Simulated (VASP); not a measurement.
# SnBr4Cl (F-43m) in VASP: a series of runs

Runs on SnBr4Cl. Level: PBE. Tasks: single point.

Program: VASP 6.6.1. These are calculated values, not measurements. Logs are shortened: lines on timing, memory, paths and dates and some standing lists are left out, and cuts for length are marked.

## 1. The cell of the first run

Symmetry: F-43m, No. 216, cubic system. Conventional cell: a = 9.017 Å, b = 9.017 Å, c = 9.017 Å, α = 90.00°, β = 90.00°, γ = 90.00°. Sn (site symmetry -43m) has 12 Br at 3.74 Å and 4 Cl at 3.90 Å within 4.9 Å. Within 4.2 Å of Br (site symmetry 3m) lie 6 Br at 3.18 to 3.20 Å and 3 Cl at 3.74 Å and 3 Sn at 3.74 Å. Within 4.9 Å of Cl (site symmetry -43m) lie 12 Br at 3.74 Å and 4 Sn at 3.90 Å.

The cell was built from a structure type or drawn by symmetry, and may not be a known phase.

## 2. Single point, PBE

The input, INCAR:

```
SYSTEM = SnBr4Cl
ALGO = Normal
EDIFF = 1E-6
ENCUT = 520
GGA = PE
ISIF = 2
ISMEAR = 0
LASPH = .TRUE.
LCHARG = .FALSE.
LREAL = .FALSE.
LWAVE = .FALSE.
NBANDS = 34
NELM = 100
PREC = Accurate
SIGMA = 0.1
```

The input, KPOINTS:

```
k-points
0
G
  4 4 4
  0 0 0
```

The input, POSCAR:

```
SnBr4Cl
1.0
    0.0000000000      4.5085228000      4.5085228000
    4.5085228000      0.0000000000      4.5085228000
    4.5085228000      4.5085228000      0.0000000000
Sn Br Cl
1 4 1
Direct
    0.2500000000      0.2500000000      0.2500000000
    0.1240070500      0.6253309800      0.6253309800
    0.6253309800      0.1240070500      0.6253309800
    0.6253309800      0.6253309800      0.1240070500
    0.6253309800      0.6253309800      0.6253309800
    0.0000000000      0.0000000000      0.0000000000
```

Potentials or basis: VASP PAW PBE potentials, release 64 (Sn_d, Br, Cl).

On the command line:

```
$ cat potpaw_PBE.64/Sn_d/POTCAR potpaw_PBE.64/Br/POTCAR potpaw_PBE.64/Cl/POTCAR > POTCAR
$ mpirun -np 1 vasp_std > vasp.out
```

OUTCAR:

```text
SYSTEM = SnBr4Cl
   EDIFF = 1E-6
   ENCUT = 520
   GGA = PE
   ISIF = 2
   ISMEAR = 0
   LASPH = .TRUE.
   LREAL = .FALSE.
   NELM = 100
   PREC = Accurate

 ion  position               nearest neighbor table
   1  0.250  0.250  0.250-
   2  0.124  0.625  0.625-
   3  0.625  0.124  0.625-
   4  0.625  0.625  0.124-
   5  0.625  0.625  0.625-
   6  0.000  0.000  0.000-

  LATTYP: Found a face centered cubic cell.
 ALAT       =     9.0170456000

  Lattice vectors:

 A1 = (   0.0000000000,   4.5085228000,   4.5085228000)
 A2 = (   4.5085228000,   0.0000000000,   4.5085228000)
 A3 = (   4.5085228000,   4.5085228000,   0.0000000000)

Analysis of symmetry for initial positions (statically):
=====================================================================
 Subroutine PRICEL returns:
 Original cell was already a primitive cell.

 Routine SETGRP: Setting up the symmetry group for a
 face centered cubic supercell.

 Subroutine GETGRP returns: Found 24 space group operations
 (whereof 24 operations were pure point group operations)
 out of a pool of 48 trial point group operations.

The static configuration has the point symmetry T_d .

Analysis of symmetry for dynamics (positions and initial velocities):
=====================================================================
 Subroutine PRICEL returns:
 Original cell was already a primitive cell.

 Routine SETGRP: Setting up the symmetry group for a
 face centered cubic supercell.

 Subroutine GETGRP returns: Found 24 space group operations
 (whereof 24 operations were pure point group operations)
 out of a pool of 48 trial point group operations.

The dynamic configuration has the point symmetry T_d .

 Subroutine INISYM returns: Found 24 space group operations
 (whereof 24 operations are pure point group operations),
 and found     1 'primitive' translations

----------------------------------------------------------------------------------------

                                     Primitive cell

  volume of cell :     183.2875

  direct lattice vectors                    reciprocal lattice vectors
     0.000000000  4.508522800  4.508522800    -0.110901069  0.110901069  0.110901069
     4.508522800  0.000000000  4.508522800     0.110901069 -0.110901069  0.110901069
     4.508522800  4.508522800  0.000000000     0.110901069  0.110901069 -0.110901069

  length of vectors
     6.376014090  6.376014090  6.376014090     0.192086287  0.192086287  0.192086287

  position of ions in fractional coordinates (direct lattice)
     0.250000000  0.250000000  0.250000000
     0.124007050  0.625330980  0.625330980
     0.625330980  0.124007050  0.625330980
     0.625330980  0.625330980  0.124007050
     0.625330980  0.625330980  0.625330980
     0.000000000  0.000000000  0.000000000

  ion indices of the primitive-cell ions
   primitive index   ion index
                 1           1
                 2           2
                 3           3
                 4           4
                 5           5
                 6           6

----------------------------------------------------------------------------------------

 KPOINTS: k-points

Automatic generation of k-mesh.
 Grid dimensions read from file:
 generate k-points for:    4    4    4

 Generating k-lattice:

  Cartesian coordinates                     Fractional coordinates (reciprocal lattice)
    -0.027725267  0.027725267  0.027725267     0.250000000  0.000000000  0.000000000
     0.027725267 -0.027725267  0.027725267     0.000000000  0.250000000  0.000000000
     0.027725267  0.027725267 -0.027725267     0.000000000  0.000000000  0.250000000

  Length of vectors
     0.048021572  0.048021572  0.048021572

  Shift w.r.t. Gamma in fractional coordinates (k-lattice)
     0.000000000  0.000000000  0.000000000

 Subroutine IBZKPT returns following result:
 ===========================================

 Found      8 irreducible k-points:

 Following reciprocal coordinates:
            Coordinates               Weight
  0.000000  0.000000  0.000000      1.000000
  0.250000  0.000000  0.000000      8.000000
  0.500000  0.000000  0.000000      4.000000
  0.250000  0.250000  0.000000      6.000000
  0.500000  0.250000  0.000000     24.000000
 -0.250000  0.250000  0.000000     12.000000
  0.500000  0.500000  0.000000      3.000000
 -0.250000  0.500000  0.250000      6.000000
   k-points           NKPTS =      8   k-points in BZ     NKDIM =      8   number of bands    NBANDS=     34
   number of dos      NEDOS =    301   number of ions     NIONS =      6
   total plane-waves  NPLWV = 110592
   dimension x,y,z NGX =    48 NGY =   48 NGZ =   48
   dimension x,y,z NGXF=    96 NGYF=   96 NGZF=   96
   ions per type =               1   4   1
   NGX,Y,Z   is equivalent  to a cutoff of  12.52, 12.52, 12.52 a.u.
   NGXF,Y,Z  is equivalent  to a cutoff of  25.03, 25.03, 25.03 a.u.
 SYSTEM =  SnBr4Cl
   PREC   = accura    normal or accurate (medium, high low for compatibility)
   ISTART =      0    job   : 0-new  1-cont  2-samecut
   ICHARG =      2    charge: 1-file 2-atom 10-const
   ISPIN  =      1    spin polarized calculation?
   LNONCOLLINEAR =      F non collinear calculations
   LSORBIT =      F    spin-orbit coupling
   LASPH  =      T    aspherical Exc in radial PAW
   ENCUT  =  520.0 eV  38.22 Ry    6.18 a.u.  11.86 11.86 11.86*2*pi/ulx,y,z
   NELM   =    100;   NELMIN=  2; NELMDL= -5     # of ELM steps
   EDIFF  = 0.1E-05   stopping-criterion for ELM
   LREAL  =      F    real-space projection
   EDIFFG = 0.1E-04   stopping-criterion for IOM
   NSW    =      0    number of steps for IOM
   IBRION =     -1    ionic relax: 0-MD 1-quasi-New 2-CG
   NFREE  =      0    steps in history (QN), initial steepest desc. (CG)
   ISIF   =      2    stress and relaxation
   ISYM   =      2    0-nonsym 1-usesym 2-fastsym
   POTIM  = 0.5000    time-step for ionic-motion
   TEBEG  =    0.0;   TEEND  =   0.0 temperature during run
   PSTRESS=    0.0 pullay stress
   NELECT =      49.0000    total number of electrons
   NUPDOWN=      -1.0000    fix difference up-down
   EMIN   =  10.00;   EMAX   =-10.00  energy-range for DOS
   EFERMI =   0.00;   METHOD = LEGACY
   ISMEAR =     0;   SIGMA  =   0.10  broadening in eV -4-tet -1-fermi 0-gaus
   EFERMI_NEDOS =   21; number of points for ismear=-14 and -15
   IALGO  =     38    algorithm
   IMIX   =      4    mixing-type and parameters
     AMIX     =   0.40;   BMIX     =  1.00
     AMIX_MAG =   1.60;   BMIX_MAG =  1.00
  volume/ion in A,a.u.               =      30.55       206.15
  Fermi-wavevector in a.u.,A,eV,Ry     =   1.054620  1.992942 15.132712  1.112223
  Thomas-Fermi vector in A             =   2.189787
   LORBIT       =      0    0 simple, 1 ext, 2 COOP (PROOUT), +10 PAW based schemes
   GGA     = PE    functional components
   LHFCALC =     F    Hartree Fock is set to
   AEXX    =    0.0000 exact exchange contribution
   IVDW    =     0    specifies the selected vdW correction
   LEPSILON=     F    determine dielectric tensor
   LRPA    =     F    only Hartree local field effects (RPA)
 non-spin polarized calculation
 Gauss-broadening in eV      SIGMA  =   0.10
  energy-cutoff  :      520.00
  volume of cell :      183.29
 maximum number of plane-waves:      4960
   NGX = 23   NGY = 23   NGZ = 23

 number of electron      49.0000014 magnetization

 Free energy of the ion-electron system (eV)
  ---------------------------------------------------
  ext. energy  EPLUGINS =         0.00000000
  ---------------------------------------------------
  free energy    TOTEN  =       -10.81602194 eV

  energy without entropy =      -10.77464336  energy(sigma->0) =      -10.79533265

 E-fermi :   1.4774     XC(G=0):  -8.6514

 val. band max:        1.4470010602   @ k =   0.5000   0.2500   0.0000
 cond. band min:       1.7812221009   @ k =   0.2500   0.2500   0.0000
 fundamental gap:      0.3342210408
 Fermi energy:         1.4773580114

 k-point     1 :       0.0000    0.0000    0.0000
  band No.  band energies     occupation
      1     -21.1606      2.00000
      2     -21.1606      2.00000
      3     -21.1597      2.00000
      4     -21.1597      2.00000
      5     -21.1597      2.00000
      6     -13.5683      2.00000
[... 26 lines left out ...]
     33       9.4562      0.00000
     34       9.9629      0.00000

 k-point     2 :       0.2500    0.0000    0.0000
  band No.  band energies     occupation
      1     -21.1606      2.00000
      2     -21.1606      2.00000
      3     -21.1596      2.00000
      4     -21.1596      2.00000
      5     -21.1596      2.00000
      6     -13.4407      2.00000
[... 26 lines left out ...]
     33       9.8594      0.00000
     34      10.5644      0.00000

 k-point     3 :       0.5000    0.0000    0.0000
  band No.  band energies     occupation
      1     -21.1607      2.00000
      2     -21.1607      2.00000
      3     -21.1597      2.00000
      4     -21.1596      2.00000
      5     -21.1596      2.00000
      6     -13.2501      2.00000
[... 26 lines left out ...]
     33      10.5055      0.00000
     34      10.6818      0.00000

 k-point     4 :       0.2500    0.2500    0.0000
  band No.  band energies     occupation
      1     -21.1607      2.00000
      2     -21.1606      2.00000
      3     -21.1597      2.00000
      4     -21.1596      2.00000
      5     -21.1596      2.00000
      6     -13.3909      2.00000
[... 26 lines left out ...]
     33      10.1409      0.00000
     34      10.2921      0.00000

 k-point     5 :       0.5000    0.2500    0.0000
  band No.  band energies     occupation
      1     -21.1607      2.00000
      2     -21.1606      2.00000
      3     -21.1597      2.00000
      4     -21.1596      2.00000
      5     -21.1596      2.00000
      6     -13.1621      2.00000
[... 26 lines left out ...]
     33      10.1688      0.00000
     34      10.6634      0.00000

 k-point     6 :      -0.2500    0.2500    0.0000
  band No.  band energies     occupation
      1     -21.1607      2.00000
      2     -21.1607      2.00000
      3     -21.1596      2.00000
      4     -21.1596      2.00000
      5     -21.1596      2.00000
      6     -13.2570      2.00000
[... 26 lines left out ...]
     33      10.1672      0.00000
     34      10.3311      0.00000

 k-point     7 :       0.5000    0.5000    0.0000
  band No.  band energies     occupation
      1     -21.1607      2.00000
      2     -21.1606      2.00000
      3     -21.1597      2.00000
      4     -21.1596      2.00000
      5     -21.1596      2.00000
      6     -12.9318      2.00000
[... 26 lines left out ...]
     33       9.9690      0.00000
     34      11.2007      0.00000

 k-point     8 :      -0.2500    0.5000    0.2500
  band No.  band energies     occupation
      1     -21.1607      2.00000
      2     -21.1606      2.00000
      3     -21.1597      2.00000
      4     -21.1596      2.00000
      5     -21.1596      2.00000
      6     -12.9288      2.00000
[... 26 lines left out ...]
     33       9.8896      0.00000
     34      10.3426      0.00000

------------------------ aborting loop because EDIFF is reached ----------------------------------------

  FORCE on cell =-STRESS in cart. coord.  units (eV):
  Direction    XX          YY          ZZ          XY          YZ          ZX
  --------------------------------------------------------------------------------------
  -------------------------------------------------------------------------------------
  Total       -2.8263173     -2.8263173     -2.8263173     -0.0000000     -0.0000000     -0.0000000
  in kB      -24.7057872    -24.7057872    -24.7057872     -0.0000000     -0.0000000     -0.0000000
  external PRESSURE =     -24.7057872 kB  Pullay stress =       0.0000000 kB

 VOLUME and BASIS-vectors are now :
 -----------------------------------------------------------------------------
  energy-cutoff  :      520.00
  volume of cell :      183.29
      direct lattice vectors                 reciprocal lattice vectors
     0.000000000  4.508522800  4.508522800    -0.110901069  0.110901069  0.110901069
     4.508522800  0.000000000  4.508522800     0.110901069 -0.110901069  0.110901069
     4.508522800  4.508522800  0.000000000     0.110901069  0.110901069 -0.110901069

 POSITION                                       TOTAL-FORCE (eV/Angst)
 -----------------------------------------------------------------------------------
      2.25426      2.25426      2.25426        -0.000000     -0.000000      0.000000
      5.63864      3.37841      3.37841        -0.036643      0.036643      0.036643
      3.37841      5.63864      3.37841         0.036643     -0.036643      0.036643
      3.37841      3.37841      5.63864         0.036643      0.036643     -0.036643
      5.63864      5.63864      5.63864        -0.036643     -0.036643     -0.036643
      0.00000      0.00000      0.00000        -0.000000      0.000000      0.000000
 -----------------------------------------------------------------------------------
    total drift:                                0.000056      0.000056      0.000056

  FREE ENERGIE OF THE ION-ELECTRON SYSTEM (eV)
  ---------------------------------------------------
  free  energy   TOTEN  =       -10.8160219387 eV

  energy  without entropy=      -10.7746433589  energy(sigma->0) =      -10.79533265
```

It took 54 s on 1 thread of AMD EPYC 9R45 (Zen 5), shared host; peak memory 0.3 GiB.

Results:

- Free energy: -10.8160 eV
- Pressure: -2.5 GPa
- Largest force: 0.063 eV/Å
- Band gap on the k mesh: zero (an odd number of electrons rules out a gap without spin polarisation)

Forces on the atoms (eV/Å):
```
Sn   0.000  0.000  0.000
Br  -0.037  0.037  0.037
Br   0.037 -0.037  0.037
Br   0.037  0.037 -0.037
Br  -0.037 -0.037 -0.037
Cl   0.000  0.000  0.000
```

Caveat: spin-orbit coupling is left out, which moves the levels of the heavy elements; an odd number of electrons without spin polarisation forces a metal; a magnetic or distorted state may lie lower.

## 3. Single point, PBE

This run uses another cell than the first one, of 27.65 Å³/atom.

The input, INCAR:

```
SYSTEM = SnBr4Cl
PREC     = Accurate       ! precision mode
ENCUT    = 520            ! plane-wave cutoff, eV
EDIFF    = 1E-7           ! SCF threshold, eV
ISMEAR   = 0              ! smearing method
SIGMA    = 0.1            ! smearing width, eV
LREAL    = .False.        ! projectors in reciprocal space
LASPH    = .True.         ! aspherical terms in the spheres
NELM     = 60             ! most SCF steps
ALGO     = Normal         ! electronic algorithm
ISIF     = 2              ! what is computed and relaxed
LWAVE    = .False.        ! write WAVECAR
LCHARG   = .False.        ! write CHGCAR
GGA      = PE             ! functional
NBANDS   = 34             ! bands
```

The input, KPOINTS:

```
Automatic mesh
0
Gamma
  8 8 8
  0 0 0
```

The input, POSCAR:

```
SnBr4Cl
1.0
    0.0000000000      4.3614146982      4.3614146982
    4.3614146982      0.0000000000      4.3614146982
    4.3614146982      4.3614146982      0.0000000000
Sn Br Cl
1 4 1
Direct
    0.2500000000      0.2500000000      0.2500000000
    0.1246416376      0.6251194541      0.6251194541
    0.6251194541      0.1246416376      0.6251194541
    0.6251194541      0.6251194541      0.1246416376
    0.6251194541      0.6251194541      0.6251194541
    0.0000000000      0.0000000000      0.0000000000
```

Potentials or basis: VASP PAW PBE potentials, release 64 (Sn_d, Br, Cl).

On the command line:

```
$ cat potpaw_PBE.64/Sn_d/POTCAR potpaw_PBE.64/Br/POTCAR potpaw_PBE.64/Cl/POTCAR > POTCAR
$ mpirun -np 1 vasp_std > vasp.out
```

Run time: 2.2 min. Hardware: 1 thread of AMD EPYC 9R45 (Zen 5), shared host; peak memory 0.37 GiB.

Results (log left out):

```
Free energy            : -10.9043 eV
Pressure               : 0.0 GPa
Band gap on the k mesh : zero (an odd number of electrons rules out a gap without spin polarisation)
```

Levels at points of the mesh, in eV from the Fermi level:
```tsv
k point	band 20	band 21	band 22	band 23	band 24	band 25	band 26	band 27	band 28	band 29
(0.00, 0.00, 0.00)	-1.28	-0.19	-0.19	-0.19	0.27	0.27	0.27	2.07	2.07	2.07
(0.50, 0.00, 0.00)	-2.11	-1.14	-0.63	-0.63	-0.17	0.40	0.40	1.40	2.14	2.14
(0.50, 0.50, 0.00)	-1.96	-1.89	-0.80	-0.62	-0.62	0.26	0.26	1.51	1.93	1.93
```

Caveat: spin-orbit coupling is left out, which moves the levels of the heavy elements; an odd number of electrons without spin polarisation forces a metal; a magnetic or distorted state may lie lower.

## 4. Single point, PBE

This run uses another cell than the first one, of 27.65 Å³/atom.

The input, INCAR:

```
PREC = Accurate
ENCUT = 520
EDIFF = 1E-6
ISMEAR = 0
SIGMA = 0.1
LREAL = F
LASPH = T
NELM = 100
ALGO = Normal
ISIF = 2
LWAVE = F
LCHARG = F
GGA = PE
NBANDS = 34
```

The input, KPOINTS:

```
regular mesh
0
Gamma
  8 8 8
```

POSCAR is that of step 3.

On the command line:

```
$ cat potpaw_PBE.64/Sn_d/POTCAR potpaw_PBE.64/Br/POTCAR potpaw_PBE.64/Cl/POTCAR > POTCAR
$ mpirun -np 1 vasp_std > vasp.out
```

Wall time 2 min (1 thread of AMD EPYC 9R45 (Zen 5), shared host); peak memory 0.37 GiB.

It converged, with:

```
Free energy            : -10.9043 eV
Pressure               : 0.0 GPa
Band gap on the k mesh : zero (an odd number of electrons rules out a gap without spin polarisation)
```

Levels at points of the mesh, in eV from the Fermi level:
```csv
k point,band 20,band 21,band 22,band 23,band 24,band 25,band 26,band 27,band 28,band 29
"(0.00, 0.00, 0.00)",-1.28,-0.19,-0.19,-0.19,0.27,0.27,0.27,2.07,2.07,2.07
"(0.50, 0.00, 0.00)",-2.11,-1.14,-0.63,-0.63,-0.17,0.40,0.40,1.40,2.14,2.14
"(0.50, 0.50, 0.00)",-1.96,-1.90,-0.80,-0.62,-0.62,0.26,0.26,1.51,1.93,1.93
```

Caveat: spin-orbit coupling is left out, which moves the levels of the heavy elements; an odd number of electrons without spin polarisation forces a metal; a magnetic or distorted state may lie lower.
